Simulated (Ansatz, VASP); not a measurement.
Two plane-wave programs on N

```
N
1.0
     8.86210    0.00000    0.00000
     0.00000    8.86210    0.00000
     0.00000    0.00000    8.86210
N
24
Direct
  0.14423 0.36989 0.31169
  0.18136 0.38013 0.19333
  0.91340 0.05991 0.20678
  0.84886 0.97416 0.26982
  0.78261 0.62434 0.52847
  0.86163 0.62213 0.43237
  0.12549 0.95848 0.53544
  0.13662 0.83746 0.56287
  0.73358 0.89356 0.89435
  0.80815 0.90077 0.79508
  0.43358 0.63637 0.35610
  0.42685 0.73174 0.27632
  0.70662 0.30047 0.74202
  0.80064 0.26359 0.66940
  0.85450 0.53770 0.04948
  0.91223 0.55299 0.94031
  0.57979 0.29377 0.16322
  0.61703 0.31467 0.28009
  0.49610 0.00371 0.60177
  0.52716 0.02095 0.48252
  0.46415 0.58185 0.91745
  0.43507 0.59437 0.79713
  0.16536 0.83671 0.01770
  0.20840 0.92259 0.93854
```

Alike in both runs: functional PBE; dispersion D3(BJ); k mesh 1 × 1 × 1; occupations fermi-dirac, width 0.05 eV; no spin polarisation.

Ansatz relaxed the structure, and its values are those at the end. VASP's run is a single point on that final structure, the one shown.

|  | VASP | Ansatz |
| --- | --- | --- |
| version | VASP 6.6.1 | Ansatz 0.2.0 |
| potentials or method | VASP PAW PBE potentials, release 64 (N_h), cutoff 910 eV | scalar-relativistic, plane waves, PAW |
| valence electrons in the cell | 120 | 120 |

|  | VASP | Ansatz | Ansatz less VASP |
| --- | --- | --- | --- |
| rms of the force components (eV/Å) | 0.052 | 0.082 | +0.0296 |

Noted on VASP's run: the cutoff is short for stress, so the pressure is rough.
